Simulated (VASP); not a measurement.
A run of VASP 6.6.1 is set up as follows.

POSCAR

```
Cu
1.0
    0.0000000000      1.7520445553      1.7520445553
    1.7520445553      0.0000000000      1.7520445553
    1.7520445553      1.7520445553      0.0000000000
Cu
1
Direct
    0.0000000000      0.0000000000      0.0000000000
```

The input INCAR.step1:

```
PREC     = Accurate       # precision mode
ENCUT    = 520            # plane-wave cutoff, eV
ISMEAR   = -1             # smearing method
SIGMA    = 0.1            # smearing width, eV
LREAL    = F              # projectors in reciprocal space
LASPH    = T              # aspherical terms in the spheres
NELM     = 100            # most SCF steps
NBANDS   = 12             # bands
GGA      = PE             # functional
ALGO     = Normal         # electronic algorithm
EDIFF    = 1E-4           # SCF threshold, eV
LWAVE    = T              # write WAVECAR
LCHARG   = F              # write CHGCAR
```

The input INCAR.step2:

```
PREC     = Accurate       # precision mode
ENCUT    = 520            # plane-wave cutoff, eV
EDIFF    = 1E-6           # SCF threshold, eV
ISMEAR   = -1             # smearing method
SIGMA    = 0.1            # smearing width, eV
LREAL    = F              # projectors in reciprocal space
LASPH    = T              # aspherical terms in the spheres
NELM     = 100            # most SCF steps
ALGO     = Normal         # electronic algorithm
ISIF     = 2              # what is computed and relaxed
LWAVE    = F              # write WAVECAR
LCHARG   = F              # write CHGCAR
METAGGA  = R2SCAN         # meta-GGA
LMIXTAU  = T            
NBANDS   = 12             # bands
ISTART   = 1
```

KPOINTS

```
regular mesh
0
Gamma
  20 20 20
```

Potentials or basis: VASP PAW PBE potentials, release 64 (Cu).

Run with:

```bash
$ cat potpaw_PBE.64/Cu/POTCAR > POTCAR
$ cp INCAR.step1 INCAR
$ mpirun -np 1 vasp_std > vasp.out
$ cp INCAR.step2 INCAR
$ mpirun -np 1 vasp_std > vasp.out
```

(1) Estimate the pressure.

## Answers

(1) 12.4 GPa.

Caveat: the PAW data sets were made with another functional, which shifts forces and pressure a little.
